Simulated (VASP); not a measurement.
A run of VASP 6.6.1 is set up as follows.

The input INCAR:

```
ALGO = Normal
EDIFF = 1E-7
ENCUT = 520
GGA = PE
ISIF = 2
ISMEAR = 0
LASPH = T
LCHARG = F
LREAL = F
LWAVE = F
NBANDS = 10
NELM = 60
PREC = Accurate
SIGMA = 0.15
```

File KPOINTS:

```
k-points
0
Gamma
  10 10 10
```

Contents of POSCAR:

```
Re
1.0
    0.0000000000      2.2577613123      1.4955410933
    2.2577613123      0.0000000000      1.4955410933
    2.2577613123      2.2577613123      0.0000000000
Re
1
Direct
    0.0000000000      0.0000000000      0.0000000000
```

Potentials or basis: VASP PAW PBE potentials, release 64 (Re).

Run with:

```sh
$ cat potpaw_PBE.64/Re/POTCAR > POTCAR
$ mpirun -np 1 vasp_std > vasp.out
```

Question: Estimate the pressure.

Answer: -3.9 GPa.
